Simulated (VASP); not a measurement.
The system is PbSe (l).

```
Pb Se
1.0
     0.00000    3.09082    3.09082
     3.09082    0.00000    3.09082
     3.09082    3.09082    0.00000
Pb Se
1 1
Cartesian
  0.0000 0.0000 0.0000
  3.0908 3.0908 3.0908
```

| Quantity | Value |
| --- | --- |
| Program | VASP 6.6.1 |
| Task | relaxation of cell and atoms |
| Functional | LDA |
| Potentials or basis | VASP PAW LDA potentials, release 64 (Pb_d, Se) |
| Cutoff | 500 eV |
| k mesh | 10 × 10 × 10 |
| Occupations | gaussian, width 0.01 eV |
| Spin | no spin polarisation |

At the start: pressure -3.3 GPa; volume 29.53 Å³/atom.

Where does the relaxation end?

Over 20 steps the energy falls by 21.0 meV/atom and the volume is 27.63 Å³/atom (-6.4 %); space group Fm-3m (No. 225, to 0.05 Å).

The path:
| step | energy change (eV) | largest force (eV/Å) | pressure (GPa) | volume (Å³) |
| --- | --- | --- | --- | --- |
| 1 | 0.0000 | 0.0000 | -3.34 | 59.05 |
| 2 | -0.0365 | 0.0000 | 1.40 | 53.94 |
| 3 | -0.0421 | 0.0000 | 0.03 | 55.23 |
| 4 | -0.0421 | 0.0000 | -0.04 | 55.30 |
| 5 | -0.0421 | 0.0000 | -0.05 | 55.30 |
| 6 | -0.0421 | 0.0000 | -0.04 | 55.30 |
| 7 | -0.0421 | 0.0000 | -0.04 | 55.30 |
| 8 | -0.0421 | 0.0000 | -0.04 | 55.30 |
| 9 | -0.0421 | 0.0000 | -0.04 | 55.30 |
| 10 | -0.0421 | 0.0000 | -0.04 | 55.30 |
| 11 | -0.0421 | 0.0000 | -0.04 | 55.30 |
| 12 | -0.0421 | 0.0000 | -0.04 | 55.30 |
| 13 | -0.0421 | 0.0000 | -0.04 | 55.30 |
| 14 | -0.0421 | 0.0000 | -0.04 | 55.30 |
| 15 | -0.0421 | 0.0000 | -0.04 | 55.29 |
| 16 | -0.0421 | 0.0000 | -0.03 | 55.28 |
| 17 | -0.0421 | 0.0000 | -0.01 | 55.27 |
| 18 | -0.0421 | 0.0000 | 0.03 | 55.23 |
| 19 | -0.0421 | 0.0000 | 0.02 | 55.25 |
| 20 | -0.0421 | 0.0000 | 0.00 | 55.26 |

Final structure:
```
Pb Se
1.0
     0.00000    3.02316    3.02316
     3.02316    0.00000    3.02316
     3.02316    3.02316    0.00000
Pb Se
1 1
Direct
  0.00000 0.00000 0.00000
  0.50000 0.50000 0.50000
```
